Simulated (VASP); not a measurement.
# BN (Cc) in VASP: notebook

Runs on BN. Level: r2SCAN. Tasks: single point.

Program: VASP 6.6.1. These are calculated values, not measurements. Logs are shortened: lines on timing, memory, paths and dates and some standing lists are left out, and cuts for length are marked.

### 1 The cell of the first run

It takes space group Cc (No. 9, monoclinic). Conventional cell: a = 2.545 Å, b = 4.406 Å, c = 4.210 Å, α = 90.00°, β = 93.44°, γ = 90.00°. B (site symmetry 1) has 4 N at 1.54 to 1.59 Å within 2.0 Å. N (site symmetry 1) has 4 B at 1.54 to 1.59 Å within 2.0 Å.

### 2 Single point, r2SCAN (strain -0.0600 x Voigt [0, 0, 0, 0, 1, 0])

POSCAR reads:

```
BN
1.0
    2.5439665232      0.0000000000     -0.0763189957
   -1.2719832616      2.2031396355      0.0381594978
   -0.1262323480      0.0000000000      4.2077449317
B N
2 2
Direct
    0.6666666667      0.3333333333      0.9997995909
    0.3333333333      0.6666666667      0.4997995909
    0.6666666667      0.3333333333      0.6252004091
    0.3333333333      0.6666666667      0.1252004091
```

INCAR.step1 reads:

```
PREC = Accurate
ENCUT = 520
ISMEAR = 0
SIGMA = 0.05
LREAL = F
LASPH = T
NELM = 80
NBANDS = 16
GGA = PE
ALGO = Normal
EDIFF = 1E-4
LWAVE = T
LCHARG = F
```

INCAR.step2 reads:

```
PREC = Accurate
ENCUT = 520
EDIFF = 1E-7
ISMEAR = 0
SIGMA = 0.05
LREAL = F
LASPH = T
NELM = 80
ALGO = Normal
ISIF = 2
LWAVE = F
LCHARG = F
METAGGA = R2SCAN
LMIXTAU = T
NBANDS = 16
ISTART = 1
```

KPOINTS reads:

```
Automatic mesh
0
Gamma
  12 12 6
```

Potentials or basis: VASP PAW PBE potentials, release 64 (B, N).

Launch:

```
$ cat potpaw_PBE.64/B/POTCAR potpaw_PBE.64/N/POTCAR > POTCAR
$ cp INCAR.step1 INCAR
$ mpirun -np 1 vasp_std > vasp.out
$ cp INCAR.step2 INCAR
$ mpirun -np 1 vasp_std > vasp.out
```

OUTCAR:

```text
PREC = Accurate
   ENCUT = 520
   EDIFF = 1E-7
   ISMEAR = 0
   LREAL = F
   LASPH = T
   NELM = 80
   ISIF = 2
   METAGGA = R2SCAN
   ISTART = 1

 ion  position               nearest neighbor table
   1  0.667  0.333  1.000-   4 1.54   4 1.56   3 1.58   4 1.59
   2  0.333  0.667  0.500-   3 1.54   3 1.56   4 1.58   3 1.59
   3  0.667  0.333  0.625-   2 1.54   2 1.56   1 1.58   2 1.59
   4  0.333  0.667  0.125-   1 1.54   1 1.56   2 1.58   1 1.59

  LATTYP: Found a base centered monoclinic cell.
 ALAT       =     2.5451110507
 B/A-ratio  =     1.7312719104
 C/A-ratio  =     1.6540095529
 COS(beta)  =    -0.0599460486

  Lattice vectors:

 A1 = (   1.2719832616,  -2.2031396355,  -0.0381594978)
 A2 = (   1.2719832616,   2.2031396355,  -0.0381594979)
 A3 = (  -0.1262323480,   0.0000000000,   4.2077449317)

Analysis of symmetry for initial positions (statically):
=====================================================================
 Subroutine PRICEL returns:
 Original cell was already a primitive cell.

 Routine SETGRP: Setting up the symmetry group for a
 base centered monoclinic supercell.

 Subroutine GETGRP returns: Found  2 space group operations
 (whereof  1 operations were pure point group operations)
 out of a pool of  4 trial point group operations.

The static configuration has the point symmetry C_1 .
 The point group associated with its full space group is C_1h.

Analysis of symmetry for dynamics (positions and initial velocities):
=====================================================================
 Subroutine PRICEL returns:
 Original cell was already a primitive cell.

 Routine SETGRP: Setting up the symmetry group for a
 base centered monoclinic supercell.

 Subroutine GETGRP returns: Found  2 space group operations
 (whereof  1 operations were pure point group operations)
 out of a pool of  4 trial point group operations.

The dynamic configuration has the point symmetry C_1 .
 The point group associated with its full space group is C_1h.

 Subroutine INISYM returns: Found  2 space group operations
 (whereof  1 operations are pure point group operations),
 and found     1 'primitive' translations

----------------------------------------------------------------------------------------

                                     Primitive cell

  volume of cell :      23.5620

  direct lattice vectors                    reciprocal lattice vectors
     2.543966523  0.000000000 -0.076318996     0.393441031  0.226948847  0.011803231
    -1.271983262  2.203139635  0.038159498     0.000000000  0.453897694  0.000000000
    -0.126232348  0.000000000  4.207744932     0.007136132  0.000000000  0.237871075

  length of vectors
     2.545111051  2.544252703  4.209637991     0.454357722  0.453897694  0.237978093

  position of ions in fractional coordinates (direct lattice)
     0.666666667  0.333333333  0.999799591
     0.333333333  0.666666667  0.499799591
     0.666666667  0.333333333  0.625200409
     0.333333333  0.666666667  0.125200409

  ion indices of the primitive-cell ions
   primitive index   ion index
                 1           1
                 2           2
                 3           3
                 4           4

----------------------------------------------------------------------------------------

 KPOINTS: Automatic mesh

Automatic generation of k-mesh.
 Grid dimensions read from file:
 generate k-points for:   12   12    6

 Generating k-lattice:

  Cartesian coordinates                     Fractional coordinates (reciprocal lattice)
     0.032786753  0.018912404  0.000983603     0.083333333  0.000000000  0.000000000
     0.000000000  0.037824808  0.000000000     0.000000000  0.083333333  0.000000000
     0.001189355  0.000000000  0.039645179    -0.000000000  0.000000000  0.166666667

  Length of vectors
     0.037863144  0.037824808  0.039663016

  Shift w.r.t. Gamma in fractional coordinates (k-lattice)
     0.000000000  0.000000000  0.000000000

 Subroutine IBZKPT returns following result:
 ===========================================

 Found    242 irreducible k-points:

 Following reciprocal coordinates:
            Coordinates               Weight
  0.000000  0.000000  0.000000      1.000000
  0.083333  0.000000 -0.000000      4.000000
  0.166667 -0.000000  0.000000      4.000000
  0.250000 -0.000000  0.000000      4.000000
  0.333333  0.000000  0.000000      4.000000
  0.416667 -0.000000  0.000000      4.000000
[... 16 lines left out ...]
  0.333333  0.166667  0.000000      4.000000
  0.416667  0.166667  0.000000      4.000000
 [... further k-points ...]
   k-points           NKPTS =    242   k-points in BZ     NKDIM =    242   number of bands    NBANDS=     16
   number of dos      NEDOS =    301   number of ions     NIONS =      4
   total plane-waves  NPLWV =  12800
   dimension x,y,z NGX =    20 NGY =   20 NGZ =   32
   dimension x,y,z NGXF=    40 NGYF=   40 NGZF=   64
   ions per type =               2   2
   NGX,Y,Z   is equivalent  to a cutoff of  13.06, 13.07, 12.64 a.u.
   NGXF,Y,Z  is equivalent  to a cutoff of  26.13, 26.14, 25.27 a.u.
 SYSTEM =  unknown system
   PREC   = accura    normal or accurate (medium, high low for compatibility)
   ISTART =      1    job   : 0-new  1-cont  2-samecut
   ICHARG =      0    charge: 1-file 2-atom 10-const
   ISPIN  =      1    spin polarized calculation?
   LNONCOLLINEAR =      F non collinear calculations
   LSORBIT =      F    spin-orbit coupling
   LASPH  =      T    aspherical Exc in radial PAW
   ENCUT  =  520.0 eV  38.22 Ry    6.18 a.u.   4.73  4.73  7.83*2*pi/ulx,y,z
   NELM   =     80;   NELMIN=  2; NELMDL=  0     # of ELM steps
   EDIFF  = 0.1E-06   stopping-criterion for ELM
   LREAL  =      F    real-space projection
   EDIFFG = 0.1E-05   stopping-criterion for IOM
   NSW    =      0    number of steps for IOM
   IBRION =     -1    ionic relax: 0-MD 1-quasi-New 2-CG
   NFREE  =      0    steps in history (QN), initial steepest desc. (CG)
   ISIF   =      2    stress and relaxation
   ISYM   =      2    0-nonsym 1-usesym 2-fastsym
   POTIM  = 0.5000    time-step for ionic-motion
   TEBEG  =    0.0;   TEEND  =   0.0 temperature during run
   PSTRESS=    0.0 pullay stress
   NELECT =      16.0000    total number of electrons
   NUPDOWN=      -1.0000    fix difference up-down
   EMIN   =  10.00;   EMAX   =-10.00  energy-range for DOS
   EFERMI =   0.00;   METHOD = LEGACY
   ISMEAR =     0;   SIGMA  =   0.05  broadening in eV -4-tet -1-fermi 0-gaus
   EFERMI_NEDOS =   21; number of points for ismear=-14 and -15
   IALGO  =     38    algorithm
   IMIX   =      4    mixing-type and parameters
     AMIX     =   0.40;   BMIX     =  1.00
     AMIX_MAG =   1.60;   BMIX_MAG =  1.00
  volume/ion in A,a.u.               =       5.89        39.75
  Fermi-wavevector in a.u.,A,eV,Ry     =   1.438945  2.719212 28.171721  2.070563
  Thomas-Fermi vector in A             =   2.557856
   LORBIT       =      0    0 simple, 1 ext, 2 COOP (PROOUT), +10 PAW based schemes
   METAGGA = R2SCAN    functional components
   LHFCALC =     F    Hartree Fock is set to
   AEXX    =    0.0000 exact exchange contribution
   IVDW    =     0    specifies the selected vdW correction
   LEPSILON=     F    determine dielectric tensor
   LRPA    =     F    only Hartree local field effects (RPA)
 non-spin polarized calculation
 Gauss-broadening in eV      SIGMA  =   0.05
  energy-cutoff  :      520.00
  volume of cell :       23.56
 maximum number of plane-waves:       644
   NGX =  9   NGY =  9   NGZ = 15

 number of electron      15.9999999 magnetization

 Free energy of the ion-electron system (eV)
  ---------------------------------------------------
  ext. energy  EPLUGINS =         0.00000000
  ---------------------------------------------------
  free energy    TOTEN  =       -38.17267851 eV

  energy without entropy =      -38.17267851  energy(sigma->0) =      -38.17267851

 E-fermi :   7.9112     XC(G=0): -13.6516

 val. band max:        7.5941029756   @ k =   0.0000   0.0000   0.0000
 cond. band min:      13.1998163714   @ k =   0.3333   0.3333   0.0000
 fundamental gap:      5.6057133958
 Fermi energy:         7.9111712501

 k-point     1 :       0.0000    0.0000    0.0000
  band No.  band energies     occupation
      1     -14.0635      2.00000
      2      -9.8011      2.00000
      3      -3.8899      2.00000
      4       5.1994      2.00000
      5       5.2121      2.00000
      6       7.0530      2.00000
[... 8 lines left out ...]
     15      20.2240      0.00000
     16      24.9462      0.00000

 k-point     2 :       0.0833    0.0000   -0.0000
  band No.  band energies     occupation
      1     -13.9065      2.00000
      2      -9.6832      2.00000
      3      -3.7319      2.00000
      4       4.4921      2.00000
      5       4.9113      2.00000
      6       6.6572      2.00000
[... 8 lines left out ...]
     15      20.6636      0.00000
     16      24.6851      0.00000

 k-point     3 :       0.1667   -0.0000    0.0000
  band No.  band energies     occupation
      1     -13.4407      2.00000
      2      -9.3466      2.00000
      3      -3.2649      2.00000
      4       2.7631      2.00000
      5       4.2204      2.00000
      6       5.2543      2.00000
[... 8 lines left out ...]
     15      21.8521      0.00000
     16      23.9461      0.00000

 k-point     4 :       0.2500   -0.0000    0.0000
  band No.  band energies     occupation
      1     -12.6856      2.00000
      2      -8.8565      2.00000
      3      -2.5137      2.00000
      4       0.7136      2.00000
      5       3.3254      2.00000
      6       3.5378      2.00000
[... 8 lines left out ...]
     15      23.3602      0.00000
     16      24.0643      0.00000

 k-point     5 :       0.3333    0.0000    0.0000
  band No.  band energies     occupation
      1     -11.6877      2.00000
      2      -8.3830      2.00000
      3      -1.5641      2.00000
      4      -1.0966      2.00000
      5       1.5683      2.00000
      6       2.8162      2.00000
[... 8 lines left out ...]
     15      24.3346      0.00000
     16      25.1198      0.00000

 k-point     6 :       0.4167   -0.0000    0.0000
  band No.  band energies     occupation
      1     -10.5727      2.00000
      2      -8.2739      2.00000
      3      -2.2488      2.00000
      4      -0.6361      2.00000
      5       0.2372      2.00000
      6       2.3893      2.00000
[... 8 lines left out ...]
     15      24.8898      0.00000
     16      26.1898      0.00000
[... 267 lines left out ...]
 k-point    21 :       0.1667    0.1667    0.0000
  band No.  band energies     occupation
      1     -12.2482      2.00000
      2      -8.5894      2.00000
      3      -2.0897      2.00000
      4       0.5317      2.00000
      5       1.5201      2.00000
      6       3.5921      2.00000
[... 8 lines left out ...]
     15      23.8972      0.00000
     16      24.5946      0.00000

 k-point    22 :       0.2500    0.1667    0.0000
  band No.  band energies     occupation
      1     -11.2784      2.00000
      2      -8.1874      2.00000
      3      -1.1552      2.00000
      4      -0.7959      2.00000
      5       0.4144      2.00000
      6       2.3012      2.00000
[... 8 lines left out ...]
     15      23.8205      0.00000
     16      24.9771      0.00000

 k-point    23 :       0.3333    0.1667    0.0000
  band No.  band energies     occupation
      1     -10.2020      2.00000
      2      -8.1276      2.00000
      3      -1.8719      2.00000
      4      -0.4445      2.00000
      5       0.2343      2.00000
      6       1.1489      2.00000
[... 8 lines left out ...]
     15      24.5190      0.00000
     16      25.2384      0.00000

 k-point    24 :       0.4167    0.1667    0.0000
  band No.  band energies     occupation
      1      -9.5152      2.00000
      2      -8.3883      2.00000
      3      -2.2151      2.00000
      4      -0.5115      2.00000
      5       0.6605      2.00000
      6       0.8182      2.00000
[... 8 lines left out ...]
     15      24.5986      0.00000
     16      25.8496      0.00000

 [... further k-points ...]

------------------------ aborting loop because EDIFF is reached ----------------------------------------

  FORCE on cell =-STRESS in cart. coord.  units (eV):
  Direction    XX          YY          ZZ          XY          YZ          ZX
  --------------------------------------------------------------------------------------
  -------------------------------------------------------------------------------------
  Total        0.2392167      0.2461627      0.3295248      0.0000000     -0.0000000      3.1074921
  in kB       16.2663576     16.7386733     22.4071671      0.0000000     -0.0000000    211.3045427
  external PRESSURE =      18.4707327 kB  Pullay stress =       0.0000000 kB

 VOLUME and BASIS-vectors are now :
 -----------------------------------------------------------------------------
  energy-cutoff  :      520.00
  volume of cell :       23.56
      direct lattice vectors                 reciprocal lattice vectors
     2.543966523  0.000000000 -0.076318996     0.393441031  0.226948847  0.011803231
    -1.271983262  2.203139635  0.038159498     0.000000000  0.453897694  0.000000000
    -0.126232348  0.000000000  4.207744932     0.007136132  0.000000000  0.237871075

 POSITION                                       TOTAL-FORCE (eV/Angst)
 -----------------------------------------------------------------------------------
      1.14578      0.73438      4.16874        -0.130969     -0.047346     -0.026423
     -0.06309      1.46876      2.10303        -0.130969      0.047346     -0.026423
      1.19306      0.73438      2.59252         0.130969     -0.085853      0.026423
     -0.01580      1.46876      0.52681         0.130969      0.085853      0.026423
 -----------------------------------------------------------------------------------
    total drift:                               -0.000049      0.000000      0.002274

  FREE ENERGIE OF THE ION-ELECTRON SYSTEM (eV)
  ---------------------------------------------------
  free  energy   TOTEN  =       -38.1726785083 eV

  energy  without entropy=      -38.1726785083  energy(sigma->0) =      -38.17267851
```

It took 2.6 min on 1 thread of Intel Xeon Platinum 8488C (Sapphire Rapids), shared host; peak memory 0.19 GiB.

What came out:

```yaml
Free_energy: -38.1727 eV
Pressure: 1.8 GPa
Largest_force: 0.159 eV/Å
Band_gap_on_the_k_mesh: 5.61 eV (least direct gap 8.74 eV)
```

Forces on the atoms (eV/Å):
```
B   -0.131 -0.047 -0.026
B   -0.131  0.047 -0.026
N    0.131 -0.086  0.026
N    0.131  0.086  0.026
```

Stress tensor (GPa, compression positive):
```
 1.63  0.00 21.13
 0.00  1.67  0.00
21.13  0.00  2.24
```

Caveat: the cell differs from its parent crystal (strain -0.0600 x Voigt [0, 0, 0, 0, 1, 0]); the PAW data sets were made with another functional, which shifts forces and pressure a little.

(Part 1 of 2 ends here.)
